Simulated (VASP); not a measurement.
Input of a VASP 6.6.1 run:

The input INCAR:

```
ALGO = Normal
EDIFF = 1E-6
ENCUT = 600
GGA = PE
GGA_COMPAT = F
ISIF = 2
ISMEAR = 0
LASPH = T
LCHARG = F
LREAL = F
LWAVE = F
NBANDS = 15
NELM = 120
PREC = Accurate
SIGMA = 0.02
```

File KPOINTS:

```
k-points
0
Gamma
  8 8 8
```

Contents of POSCAR:

```
KF
1.0
    0.0000000000      2.6819588456      2.6819588456
    2.6819588456      0.0000000000      2.6819588456
    2.6819588456      2.6819588456      0.0000000000
K F
1 1
Direct
    0.0000000000      0.0000000000      0.0000000000
    0.5000000000      0.5000000000      0.5000000000
```

Potentials or basis: VASP PAW PBE potentials, release 64 (K_sv, F).

Command:

```console
$ cat potpaw_PBE.64/K_sv/POTCAR potpaw_PBE.64/F/POTCAR > POTCAR
$ mpirun -np 1 vasp_std > vasp.out
```

(1) What does it give for the band gap on the k mesh?

(2) What does it give for the pressure?

## Answers

(1) 6.11 eV.

(2) 1.0 GPa.
